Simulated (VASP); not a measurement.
Wanted: the native input for a VASP 6.6.1 run.

| Quantity | Value |
| --- | --- |
| Task | relaxation of cell and atoms |
| Functional | PBE |
| Potentials or basis | VASP PAW PBE potentials, release 64 (Hf_pv, Nb_sv, O) |
| Cutoff | 600 eV |
| k mesh | 4 × 4 × 5 |
| Occupations | gaussian, width 0.2 eV |
| Spin | no spin polarisation |
| Dipole correction | no |
| Further INCAR settings | ALGO = Normal; EDIFF = 1e-06; IBRION = 2; EDIFFG = -0.08; NSW = 36; ISIF = 3 |

The structure of Hf2NbO2 lies in POSCAR:

```
Hf2NbO2
1.0
    3.8837866500     -2.7710174500      0.0000000000
    3.8837866500      2.7710174500      0.0000000000
   -1.8193389000      0.0000000000      3.4345968500
Hf Nb O
2 1 2
Direct
    0.7132420000      0.2867580000      0.5000000000
    0.2867580000      0.7132420000      0.5000000000
    0.0000000000      0.0000000000      0.0000000000
    0.0000000000      0.5000000000      0.5000000000
    0.5000000000      0.0000000000      0.5000000000
```

The input as run:

INCAR

```
SYSTEM = Hf2NbO2
PREC = Accurate
ENCUT = 600
EDIFF = 1E-6
ISMEAR = 0
SIGMA = 0.2
LREAL = .False.
LASPH = .True.
NELM = 60
ALGO = Normal
ISIF = 3
LWAVE = .False.
LCHARG = .False.
GGA = PE
IBRION = 2
NSW = 36
EDIFFG = -0.08
```

KPOINTS

```
regular mesh
0
Gamma
  4 4 5
  0 0 0
```

Potentials or basis: VASP PAW PBE potentials, release 64 (Hf_pv, Nb_sv, O).

Run with:

```console
$ cat potpaw_PBE.64/Hf_pv/POTCAR potpaw_PBE.64/Nb_sv/POTCAR potpaw_PBE.64/O/POTCAR > POTCAR
$ mpirun -np 1 vasp_std > vasp.out
```

It gave:

```yaml
Relaxed_volume: 16.09 Å³/atom
Relaxed_cell: a = 5.202 Å, b = 5.202 Å, c = 5.149 Å, α = 129.83°, β = 129.83°, γ = 73.15°
Space_group_after_relaxing_to_0.05_Å: C2/m (No. 12)
Energy_gained_by_relaxing: 1408.5 meV/atom
Ionic_steps: 16
Pressure_after_relaxing: -0.2 GPa
Largest_force_after_relaxing: 0.073 eV/Å
```

Caveat: the k points lie up to 0.40 Å⁻¹ apart in the final cell; an odd number of electrons without spin polarisation forces a metal; a magnetic or distorted state may lie lower; the relaxation stopped at a loose force limit of 0.08 eV/Å, so its end isn't a converged minimum.

Run time: 9.2 min on 1 thread of Intel(R) Xeon(R) 6975P-C (Granite Rapids), on a shared host, peak memory 0.26 GiB.
